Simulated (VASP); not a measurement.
Runs of VASP 6.6.1 on Zr. The structure is that of space group Im-3m (No. 229), or close to it. The cells are those of the table. This isn't the form of Zr at room conditions, which is hcp.

```tsv
cell	gap on the mesh (eV)	pressure (GPa)
a = 3.137 Å, angles 109.5°, 1 atom	none	-3.3
a = 3.076 Å, angles 109.5°, 1 atom	none	1.8
a = 3.117 Å, angles 109.5°, 1 atom	none	(a)
a = 3.096 Å, angles 109.5°, 1 atom	none	0.0
```

Alike in all rows: task single point; level PBE; potentials or basis VASP PAW PBE potentials, release 64 (Zr_sv); no spin polarisation; k mesh 43 × 43 × 43; cutoff (eV) 520; smearing fermi-dirac 0.0612256 eV.

**Question.** Estimate the missing entries.

**Answer.** (a) -1.7.

Caveats: the cell stands under tension (at least some runs).

A k mesh can miss the band edges, and the runs leave out spin-orbit coupling on Zr.

A gap of «none» marks levels without a gap at the run's occupations.
